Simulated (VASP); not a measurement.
A run of VASP 6.6.1:

File POSCAR:

```
CaZn3
1.0
    4.2160130571      0.0000000000      0.0000000000
    0.0000000000      4.2160130571      0.0000000000
    0.0000000000      0.0000000000      4.2160130571
Ca Zn
1 3
Direct
    0.0000000000      0.0000000000      0.0000000000
    0.5000000000      0.5000000000      0.0000000000
    0.5000000000      0.0000000000      0.5000000000
    0.0000000000      0.5000000000      0.5000000000
```

The input INCAR.step1:

```
PREC = Accurate
ENCUT = 520
ISMEAR = 0
SIGMA = 0.15
LREAL = False
LASPH = True
NELM = 100
NBANDS = 31
GGA = PE
ALGO = Normal
EDIFF = 1E-4
LWAVE = True
LCHARG = False
```

The input INCAR.step2:

```
PREC = Accurate
ENCUT = 520
EDIFF = 1E-7
ISMEAR = 0
SIGMA = 0.15
LREAL = False
LASPH = True
NELM = 100
ALGO = Normal
ISIF = 2
LWAVE = False
LCHARG = False
METAGGA = R2SCAN
LMIXTAU = True
NBANDS = 31
ISTART = 1
```

File KPOINTS:

```
Automatic mesh
0
Gamma
  5 5 5
```

Potentials or basis: VASP PAW PBE potentials, release 64 (Ca_sv, Zn).

Run with:

```bash
$ cat potpaw_PBE.64/Ca_sv/POTCAR potpaw_PBE.64/Zn/POTCAR > POTCAR
$ cp INCAR.step1 INCAR
$ mpirun -np 1 vasp_std > vasp.out
$ cp INCAR.step2 INCAR
$ mpirun -np 1 vasp_std > vasp.out
```

Hardware: 1 thread of Intel Xeon 8259CL, with other jobs on the host.

Task: Estimate the wall time of this run.

Result: Wall time 70 s on 1 thread of Intel Xeon 8259CL, with other jobs on the host, peak memory 0.19 GiB. Counts: k points 10.
